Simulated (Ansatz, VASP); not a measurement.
## One calculation of ZnS, two programs

File INCAR:

```
  PREC = Accurate
  ENCUT = 520
  EDIFF = 1E-6
  ISMEAR = 0
  SIGMA = 0.05
  LREAL = F
  LASPH = T
  NELM = 60
  ALGO = Normal
  ISIF = 2
  LWAVE = F
  LCHARG = F
  GGA = PS
  NBANDS = 16
```

KPOINTS

```
Automatic mesh
0
Gamma
  10 10 10
```

Contents of POSCAR:

```
ZnS
1.0
    0.6528380796      3.0412700781      3.0412700781
    3.0412700781      0.6528380796      3.0412700781
    3.0412700781      3.0412700781      0.6528380796
Zn S
1 1
Direct
    0.0000000000      0.0000000000      0.0000000000
    0.7500000000      0.7500000000      0.7500000000
```

Input for Ansatz:

```yaml
crystal:
  lattice:
    - [0.6528380796, 3.0412700781, 3.0412700781]
    - [3.0412700781, 0.6528380796, 3.0412700781]
    - [3.0412700781, 3.0412700781, 0.6528380796]
  atoms:
    - { symbol: Zn, position: [0.0, 0.0, 0.0] }
    - { symbol: S, position: [0.75, 0.75, 0.75] }
basis:
  ecutwfc: 420
kpoints:
  mp_grid: { grid: [10, 10, 10] }
hamiltonian:
  xc: pbesol
scf:
  occupations: { method: gaussian, width: 0.05 }
output:
  forces: true
  stress: true
  eigenvalues: true
```

Alike in both runs: task single point; functional PBEsol; k mesh 10 × 10 × 10; occupations gaussian, width 0.05 eV; no spin polarisation.

|  | VASP | Ansatz |
| --- | --- | --- |
| version | VASP 6.6.1 | Ansatz 0.2.0 |
| potentials or method | VASP PAW PBE potentials, release 64 (Zn, S), cutoff 520 eV | scalar-relativistic, plane waves, PAW |
| valence electrons in the cell | 18 | 18 |

```csv
,VASP,Ansatz,Ansatz less VASP
gap on the k mesh at the Fermi level (eV),none,none,-
pressure (GPa),11.6,11.4,-0.19
"traceless stress, the component that is largest in VASP (GPa)",-11.05,-10.99,+0.062
rms of the force components (eV/Å),0.386,0.377,-0.0094
```

VASP's potentials were made for PBE, not for PBEsol. Atom by atom the forces differ by 0.009 eV/Å (rms over components). A gap of «none» marks a metal or a gap that the smearing closes. With one functional, cell and mesh, what is left measures potentials, basis and numerics.
